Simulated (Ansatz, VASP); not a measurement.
**Al in VASP and in Ansatz**

File INCAR:

```
  PREC = Accurate
  ENCUT = 520
  EDIFF = 1E-7
  ISMEAR = 0
  SIGMA = 0.05
  LREAL = False
  LASPH = True
  NELM = 60
  ALGO = Normal
  ISIF = 2
  LWAVE = False
  LCHARG = False
  GGA = PE
  NBANDS = 8
```

The input KPOINTS:

```
regular mesh
0
Gamma
  18 18 18
```

The input POSCAR:

```
Al
1.0
    0.0000000000      1.9937469743      1.9937469743
    1.9937469743      0.0000000000      1.9937469743
    1.9937469743      1.9937469743      0.0000000000
Al
1
Direct
    0.0000000000      0.0000000000      0.0000000000
```

Input for Ansatz:

```yaml
crystal:
  lattice:
    - [0.0, 1.9937469743, 1.9937469743]
    - [1.9937469743, 0.0, 1.9937469743]
    - [1.9937469743, 1.9937469743, 0.0]
  atoms:
    - { symbol: Al, position: [0.0, 0.0, 0.0] }
basis:
  ecutwfc: 420
  ecutrho_ratio: 4
kpoints:
  mp_grid: { grid: [18, 18, 18] }
hamiltonian:
  xc: pbe
scf:
  occupations: { method: gaussian, width: 0.05 }
output:
  forces: true
  stress: true
  eigenvalues: true
```

Alike in both runs: task single point; functional PBE; k mesh 18 × 18 × 18; occupations gaussian, width 0.05 eV; no spin polarisation.

|  | VASP | Ansatz |
| --- | --- | --- |
| version | VASP 6.6.1 | Ansatz 0.2.0 |
| potentials or method | VASP PAW PBE potentials, release 64 (Al), cutoff 520 eV | scalar-relativistic, plane waves, PAW |
| valence electrons in the cell | 3 | 3 |

```csv
,VASP,Ansatz,Ansatz less VASP
gap on the k mesh at the Fermi level (eV),none,none,-
pressure (GPa),3.3,3.3,+0.04
```

A gap of «none» marks a metal or a gap that the smearing closes.
